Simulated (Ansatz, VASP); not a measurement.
# AlRu in VASP and in Ansatz

```
CELL_PARAMETERS angstrom
2.99240 0.00000 0.00000
0.00000 2.99240 0.00000
0.00000 0.00000 2.99240
ATOMIC_POSITIONS crystal
Al 0.00000 0.00000 0.00000
Ru 0.50000 0.50000 0.50000
```

Alike in both runs: task single point; functional BLYP; k mesh 4 × 4 × 4; occupations methfessel-paxton of order 1, width 0.0051 eV; collinear spin.

|  | VASP | Ansatz |
| --- | --- | --- |
| version | VASP 6.6.1 | Ansatz 0.2.0 |
| potentials or method | VASP PAW PBE potentials, release 64 (Al, Ru_pv), cutoff 500 eV | scalar-relativistic, plane waves, PAW |
| valence electrons in the cell | 17 | 19 |

```tsv
	VASP	Ansatz	Ansatz less VASP
gap on the k mesh at the Fermi level (eV)	none	none	-
pressure (GPa)	7.2	6.6	-0.53
net moment per atom (μB)	0.03	0.03	0.000
size of the moment on the site where the two differ most (μB)	0.07	0.06	-0.004
```

VASP's potentials were made for PBE, not for BLYP. Site moments also hang on the region over which each program counts them. A gap of «none» marks a metal or a gap that the smearing closes. The functional is the same, so the differences come from potentials, cutoffs and numerics. VASP's potentials hold 17 valence electrons a cell and Ansatz's 19, so a difference there can come from the potentials and not from the codes. Ansatz's warnings: force scf threshold loose, seeded moment not kept, stability check not made, stress scf threshold loose.

The k mesh is coarse, so the values compare programs but aren't converged.
